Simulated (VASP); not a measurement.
# H2Pt (CdI2 type) (P-3m1) in VASP: further runs

H2Pt (CdI2 type) is run at these levels: PBE; tasks: density of states, electric field gradients.

Everything below comes from runs of VASP 6.6.1. Logs are shortened: lines on timing, memory, paths and dates and some standing lists are left out, and cuts for length are marked.

### 1 The cell of the first run

It takes space group P-3m1 (No. 164, trigonal). Conventional cell: a = 2.887 Å, b = 2.887 Å, c = 4.689 Å, α = 90.00°, β = 90.00°, γ = 120.00°. Pt (site symmetry -3m) has 6 H at 1.87 Å within 2.5 Å. H (site symmetry 3m) has 3 Pt at 1.87 Å and 3 H at 2.37 Å within 2.5 Å.

### 2 Density of states, PBE

Contents of POSCAR:

```
H2Pt
1.0
    2.8874588711      0.0000000000      0.0000000000
   -1.4437294356      2.5006127347      0.0000000000
    0.0000000000      0.0000000000      4.6889179950
Pt H
1 2
Direct
    0.0000000000      0.0000000000      0.0000000000
    0.3333333333      0.6666666667      0.1788849901
    0.6666666667      0.3333333333      0.8211150099
```

Contents of INCAR.step1:

```
SYSTEM = H2Pt
PREC = Accurate
ENCUT = 520
EDIFF = 1E-7
ISMEAR = -1
SIGMA = 0.05
LREAL = .False.
LASPH = .True.
NELM = 100
ALGO = Normal
ISIF = 2
LWAVE = .False.
LCHARG = .True.
LMAXMIX = 4
GGA = PE
NBANDS = 13
```

Contents of KPOINTS.step1:

```
regular mesh
0
Gamma
  14 14 8
  0 0 0
```

Contents of INCAR.step2:

```
SYSTEM = H2Pt
PREC = Accurate
ENCUT = 520
EDIFF = 1E-7
ISMEAR = -5
SIGMA = 0.05
LREAL = .False.
LASPH = .True.
NELM = 100
ALGO = Normal
ISIF = 2
LWAVE = .False.
LCHARG = .False.
LMAXMIX = 4
GGA = PE
LORBIT = 11
NEDOS = 2001
ICHARG = 11
```

Contents of KPOINTS.step2:

```
regular mesh
0
Gamma
  21 21 12
  0 0 0
```

Potentials or basis: VASP PAW PBE potentials, release 64 (Pt, H).

Launch:

```console
cat potpaw_PBE.64/Pt/POTCAR potpaw_PBE.64/H/POTCAR > POTCAR
cp INCAR.step1 INCAR
cp KPOINTS.step1 KPOINTS
mpirun -np 1 vasp_std > vasp.out
cp INCAR.step2 INCAR
cp KPOINTS.step2 KPOINTS
mpirun -np 1 vasp_std > vasp.out
```

OUTCAR:

```text
SYSTEM = H2Pt
   PREC = Accurate
   ENCUT = 520
   EDIFF = 1E-7
   ISMEAR = -5
   LREAL = .False.
   LASPH = .True.
   NELM = 100
   ISIF = 2
   GGA = PE
   LORBIT = 11
   ICHARG = 11

 ion  position               nearest neighbor table
   1  0.000  0.000  0.000-   2 1.87   3 1.87   2 1.87   3 1.87   3 1.87   2 1.87
   2  0.333  0.667  0.179-   1 1.87   1 1.87   1 1.87
   3  0.667  0.333  0.821-   1 1.87   1 1.87   1 1.87

  LATTYP: Found a hexagonal cell.
 ALAT       =     2.8874588711
 C/A-ratio  =     1.6238908342

  Lattice vectors:

 A1 = (   2.8874588711,   0.0000000000,   0.0000000000)
 A2 = (  -1.4437294356,   2.5006127347,   0.0000000000)
 A3 = (   0.0000000000,   0.0000000000,   4.6889179950)

Analysis of symmetry for initial positions (statically):
=====================================================================
 Subroutine PRICEL returns:
 Original cell was already a primitive cell.

 Routine SETGRP: Setting up the symmetry group for a
 hexagonal supercell.

 Subroutine GETGRP returns: Found 12 space group operations
 (whereof 12 operations were pure point group operations)
 out of a pool of 24 trial point group operations.

The static configuration has the point symmetry D_3d.

Analysis of symmetry for dynamics (positions and initial velocities):
=====================================================================
 Subroutine PRICEL returns:
 Original cell was already a primitive cell.

 Routine SETGRP: Setting up the symmetry group for a
 hexagonal supercell.

 Subroutine GETGRP returns: Found 12 space group operations
 (whereof 12 operations were pure point group operations)
 out of a pool of 24 trial point group operations.

The dynamic configuration has the point symmetry D_3d.

 Subroutine INISYM returns: Found 12 space group operations
 (whereof 12 operations are pure point group operations),
 and found     1 'primitive' translations

----------------------------------------------------------------------------------------

                                     Primitive cell

  volume of cell :      33.8559

  direct lattice vectors                    reciprocal lattice vectors
     2.887458871  0.000000000  0.000000000     0.346325279  0.199950993  0.000000000
    -1.443729436  2.500612735  0.000000000     0.000000000  0.399901986  0.000000000
     0.000000000  0.000000000  4.688917995     0.000000000  0.000000000  0.213268818

  length of vectors
     2.887458871  2.887458871  4.688917995     0.399901986  0.399901986  0.213268818

  position of ions in fractional coordinates (direct lattice)
     0.000000000  0.000000000  0.000000000
     0.333333333  0.666666667  0.178884990
     0.666666667  0.333333333  0.821115010

  ion indices of the primitive-cell ions
   primitive index   ion index
                 1           1
                 2           2
                 3           3

----------------------------------------------------------------------------------------

 KPOINTS: regular mesh

Automatic generation of k-mesh.
 Grid dimensions read from file:
 generate k-points for:   21   21   12

 Generating k-lattice:

  Cartesian coordinates                     Fractional coordinates (reciprocal lattice)
     0.016491680  0.009521476  0.000000000     0.047619048  0.000000000  0.000000000
     0.000000000  0.019042952  0.000000000     0.000000000  0.047619048  0.000000000
     0.000000000  0.000000000  0.017772402     0.000000000  0.000000000  0.083333333

  Length of vectors
     0.019042952  0.019042952  0.017772402

  Shift w.r.t. Gamma in fractional coordinates (k-lattice)
     0.000000000  0.000000000  0.000000000

 TETIRR: Found   7808 inequivalent tetrahedra from    31752

 Subroutine IBZKPT returns following result:
 ===========================================

 Found    521 irreducible k-points:

 Following reciprocal coordinates:
            Coordinates               Weight
  0.000000  0.000000  0.000000      1.000000
  0.047619  0.000000  0.000000      6.000000
  0.095238  0.000000  0.000000      6.000000
  0.142857  0.000000  0.000000      6.000000
  0.190476  0.000000  0.000000      6.000000
  0.238095  0.000000  0.000000      6.000000
[... 16 lines left out ...]
  0.142857  0.095238  0.000000     12.000000
  0.190476  0.095238  0.000000     12.000000
 [... further k-points ...]
   k-points           NKPTS =    521   k-points in BZ     NKDIM =    521   number of bands    NBANDS=     10
   number of dos      NEDOS =   2001   number of ions     NIONS =      3
   total plane-waves  NPLWV =  20736
   dimension x,y,z NGX =    24 NGY =   24 NGZ =   36
   dimension x,y,z NGXF=    48 NGYF=   48 NGZF=   72
   ions per type =               1   2
   NGX,Y,Z   is equivalent  to a cutoff of  13.82, 13.82, 12.76 a.u.
   NGXF,Y,Z  is equivalent  to a cutoff of  27.64, 27.64, 25.53 a.u.
 SYSTEM =  H2Pt
   PREC   = accura    normal or accurate (medium, high low for compatibility)
   ISTART =      0    job   : 0-new  1-cont  2-samecut
   ICHARG =     11    charge: 1-file 2-atom 10-const
   ISPIN  =      1    spin polarized calculation?
   LNONCOLLINEAR =      F non collinear calculations
   LSORBIT =      F    spin-orbit coupling
   LASPH  =      T    aspherical Exc in radial PAW
   ENCUT  =  520.0 eV  38.22 Ry    6.18 a.u.   5.37  5.37  8.72*2*pi/ulx,y,z
   NELM   =    100;   NELMIN=  2; NELMDL=  0     # of ELM steps
   EDIFF  = 0.1E-06   stopping-criterion for ELM
   LREAL  =      F    real-space projection
   EDIFFG = 0.1E-05   stopping-criterion for IOM
   NSW    =      0    number of steps for IOM
   IBRION =     -1    ionic relax: 0-MD 1-quasi-New 2-CG
   NFREE  =      0    steps in history (QN), initial steepest desc. (CG)
   ISIF   =      2    stress and relaxation
   ISYM   =      2    0-nonsym 1-usesym 2-fastsym
   POTIM  = 0.5000    time-step for ionic-motion
   TEBEG  =    0.0;   TEEND  =   0.0 temperature during run
   PSTRESS=    0.0 pullay stress
   NELECT =      12.0000    total number of electrons
   NUPDOWN=      -1.0000    fix difference up-down
   EMIN   =  10.00;   EMAX   =-10.00  energy-range for DOS
   EFERMI =   0.00;   METHOD = LEGACY
   ISMEAR =    -5;   SIGMA  =   0.05  broadening in eV -4-tet -1-fermi 0-gaus
   EFERMI_NEDOS =   21; number of points for ismear=-14 and -15
   IALGO  =     38    algorithm
   IMIX   =      4    mixing-type and parameters
     AMIX     =   0.40;   BMIX     =  1.00
     AMIX_MAG =   1.60;   BMIX_MAG =  1.00
  volume/ion in A,a.u.               =      11.29        76.16
  Fermi-wavevector in a.u.,A,eV,Ry     =   1.158574  2.189387 18.263001  1.342293
  Thomas-Fermi vector in A             =   2.295174
   LORBIT       =     11    0 simple, 1 ext, 2 COOP (PROOUT), +10 PAW based schemes
   GGA     = PE    functional components
   LHFCALC =     F    Hartree Fock is set to
   AEXX    =    0.0000 exact exchange contribution
   IVDW    =     0    specifies the selected vdW correction
   LEPSILON=     F    determine dielectric tensor
   LRPA    =     F    only Hartree local field effects (RPA)
 non-spin polarized calculation
 Fermi weights with tetrahedron method with Bloechl corrections
  energy-cutoff  :      520.00
  volume of cell :       33.86
 maximum number of plane-waves:       941
 NGX is ok and might be reduce to    24

 number of electron      12.0000000 magnetization

 Free energy of the ion-electron system (eV)
  ---------------------------------------------------
  ext. energy  EPLUGINS =         0.00000000
  ---------------------------------------------------
  free energy    TOTEN  =       -12.50738485 eV

  energy without entropy =      -12.50738485  energy(sigma->0) =      -12.50738485

 E-fermi :   3.8750     XC(G=0):  -9.4490

 val. band max:        3.8769500724   @ k =   0.3333   0.1905   0.2500
 cond. band min:       3.8747088813   @ k =   0.0000   0.1905   0.1667
 fundamental gap:     -0.0022411911
 Fermi energy:         3.8749684267

 k-point     1 :       0.0000    0.0000    0.0000
  band No.  band energies     occupation
      1      -7.2768      2.00000
      2      -0.2351      2.00000
      3      -0.2351      2.00000
      4      -0.1786      2.00000
      5      -0.0047      2.00000
      6       2.0565      2.00000
      7       2.0565      2.00000
      8       9.9100      0.00000
      9      12.9293      0.00000
     10      16.7529      0.00000

 k-point     2 :       0.0476    0.0000    0.0000
  band No.  band energies     occupation
      1      -7.2050      2.00000
      2      -0.6689      2.00000
      3      -0.1822      2.00000
      4      -0.1491      2.00000
      5       0.2521      2.00000
      6       2.0428      2.00000
      7       2.2275      2.00000
      8       9.9378      0.00000
      9      13.0209      0.00000
     10      16.4321      0.00000

 k-point     3 :       0.0952    0.0000    0.0000
  band No.  band energies     occupation
      1      -6.9932      2.00000
      2      -1.2518      2.00000
      3      -0.0641      2.00000
      4      -0.0257      2.00000
      5       0.3497      2.00000
      6       2.0035      2.00000
      7       2.7053      2.00000
      8      10.0212      0.00000
      9      13.2629      0.00000
     10      15.6459      0.00000

 k-point     4 :       0.1429    0.0000    0.0000
  band No.  band energies     occupation
      1      -6.6520      2.00000
      2      -1.8201      2.00000
      3       0.0528      2.00000
      4       0.2272      2.00000
      5       0.2841      2.00000
      6       1.9438      2.00000
      7       3.3733      2.14696
      8      10.1605      0.00000
      9      13.5289      0.00000
     10      14.6934      0.00000

 k-point     5 :       0.1905    0.0000    0.0000
  band No.  band energies     occupation
      1      -6.2038      2.00000
      2      -2.3250      2.00000
      3       0.0130      2.00000
      4       0.3274      2.00000
      5       0.5627      2.00000
      6       1.8733      2.00000
      7       4.1222      0.15678
      8      10.3554      0.00000
      9      13.2712      0.00000
     10      14.1050      0.00000

 k-point     6 :       0.2381    0.0000    0.0000
  band No.  band energies     occupation
      1      -5.6931      2.00000
      2      -2.7189      2.00000
      3      -0.1908      2.00000
      4       0.5331      2.00000
      5       0.9536      2.00000
      6       1.8101      2.00000
      7       4.8834      0.00000
      8      10.6036      0.00000
      9      12.3000      0.00000
     10      13.9186      0.00000
[... 183 lines left out ...]
 k-point    21 :       0.4762    0.0476    0.0000
  band No.  band energies     occupation
      1      -4.8574      2.00000
      2      -1.3655      2.00000
      3      -1.2284      2.00000
      4       1.3893      2.00000
      5       1.3963      2.00000
      6       3.0553      2.00000
      7       6.3406      0.00000
      8       9.4694      0.00000
      9      11.3052      0.00000
     10      12.6524      0.00000

 k-point    22 :       0.0952    0.0952    0.0000
  band No.  band energies     occupation
      1      -6.4511      2.00000
      2      -2.0781      2.00000
      3       0.1203      2.00000
      4       0.1871      2.00000
      5       0.4305      2.00000
      6       1.8776      2.00000
      7       3.7394      1.51940
      8      10.2450      0.00000
      9      13.6745      0.00000
     10      14.1621      0.00000

 k-point    23 :       0.1429    0.0952    0.0000
  band No.  band energies     occupation
      1      -6.0076      2.00000
      2      -2.5193      2.00000
      3       0.0095      2.00000
      4       0.2982      2.00000
      5       0.7874      2.00000
      6       1.7769      2.00000
      7       4.4476     -0.13919
      8      10.4420      0.00000
      9      13.1668      0.00000
     10      13.7961      0.00000

 k-point    24 :       0.1905    0.0952    0.0000
  band No.  band energies     occupation
      1      -5.4940      2.00000
      2      -2.8887      2.00000
      3      -0.1893      2.00000
      4       0.5144      2.00000
      5       1.1864      2.00000
      6       1.6905      2.00000
      7       5.1875      0.00000
      8      10.6925      0.00000
      9      12.1427      0.00000
     10      13.6257      0.00000

 [... further k-points ...]

------------------------ aborting loop because EDIFF is reached ----------------------------------------

  FORCE on cell =-STRESS in cart. coord.  units (eV):
  Direction    XX          YY          ZZ          XY          YZ          ZX
  --------------------------------------------------------------------------------------
  -------------------------------------------------------------------------------------
  Total       -0.1181287     -0.1181287     -0.1655499      0.0000000      0.0000000     -0.0000000
  in kB       -5.5902489     -5.5902489     -7.8343811      0.0000000      0.0000000     -0.0000000
  external PRESSURE =      -6.3382930 kB  Pullay stress =       0.0000000 kB

 VOLUME and BASIS-vectors are now :
 -----------------------------------------------------------------------------
  energy-cutoff  :      520.00
  volume of cell :       33.86
      direct lattice vectors                 reciprocal lattice vectors
     2.887458871  0.000000000  0.000000000     0.346325279  0.199950993  0.000000000
    -1.443729436  2.500612735  0.000000000     0.000000000  0.399901986  0.000000000
     0.000000000  0.000000000  4.688917995     0.000000000  0.000000000  0.213268818

 POSITION                                       TOTAL-FORCE (eV/Angst)
 -----------------------------------------------------------------------------------
      0.00000      0.00000      0.00000        -0.000000      0.000000     -0.000000
     -0.00000      1.66708      0.83878         0.000000      0.000000      0.022887
      1.44373      0.83354      3.85014        -0.000000      0.000000     -0.022887
 -----------------------------------------------------------------------------------
    total drift:                               -0.000000     -0.000000      0.000000

  FREE ENERGIE OF THE ION-ELECTRON SYSTEM (eV)
  ---------------------------------------------------
  free  energy   TOTEN  =       -12.5073848469 eV

  energy  without entropy=      -12.5073848469  energy(sigma->0) =      -12.50738485

 total charge

# of ion       s       p       d       tot
------------------------------------------
    1        0.571   0.572   8.245   9.388
    2        0.491   0.028   0.000   0.519
    3        0.491   0.028   0.000   0.519
--------------------------------------------------
tot          1.552   0.629   8.245  10.426
```

It took 53 s on 1 thread of Intel Xeon 6975P-C (Granite Rapids), shared host; peak memory 0.32 GiB.

What came out:

```
Valence electrons inside the program's atomic spheres : Pt 9.39; H 0.52
```

Caveat: spin-orbit coupling is left out, which moves the levels of the heavy elements; tetrahedron occupations give inexact forces and stress in metals.

(Continued in part 2 of 2.)
